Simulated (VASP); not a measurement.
**SnO2 (Cassiterite): single point with PBE**

SnO2 (Cassiterite):

```
CELL_PARAMETERS angstrom
4.73800 0.00000 0.00000
0.00000 4.73800 0.00000
0.00000 0.00000 3.28209
ATOMIC_POSITIONS crystal
Sn 0.00000 0.00000 0.00000
Sn 0.50000 0.50000 0.50000
O 0.30667 0.30667 0.00000
O 0.19333 0.80667 0.50000
O 0.69333 0.69333 0.00000
O 0.80667 0.19333 0.50000
```

This cell differs from its parent crystal: z stretched by +3 %, then relaxed in part.

```json
{"Program": "VASP 6.6.1", "Task": "single point", "Functional": "PBE", "Potentials or basis": "VASP PAW PBE potentials, release 64 (Sn_d, O)", "Cutoff": "520 eV", "k mesh": "7 × 7 × 9", "Occupations": "fermi-dirac, width 0.02 eV", "Spin": "no spin polarisation"}
```

| Property | Result |
| --- | --- |
| Pressure | 4.1 GPa |
| Largest force | 0.008 eV/Å |
| Band gap on the k mesh | 0.83 eV, direct |

Forces in eV/Å, atoms in the order of the input:
```
Sn   0.000  0.000  0.000
Sn   0.000  0.000  0.000
O   -0.006 -0.006  0.000
O    0.006 -0.006  0.000
O    0.006  0.006  0.000
O   -0.006  0.006  0.000
```

Stress tensor (GPa, compression positive):
```
5.79 0.00 0.00
0.00 5.79 0.00
0.00 0.00 0.83
```

Levels at points of the mesh, in eV from the valence-band top:
```
           k point  band 23  band 24  band 25  band 26  band 27  band 28  band 29  band 30
(0.00, 0.00, 0.00)    -1.31    -0.72    -0.72     0.00     0.83     5.63     5.98     5.98
```

Wall time 40 s on 1 thread of Intel(R) Xeon(R) 6975P-C (Granite Rapids), with other jobs on the host, peak memory 0.23 GiB.

Caveat: the cell differs from its parent crystal (z stretched by +3 %, then relaxed in part); spin-orbit coupling is left out, which moves the levels of the heavy elements.
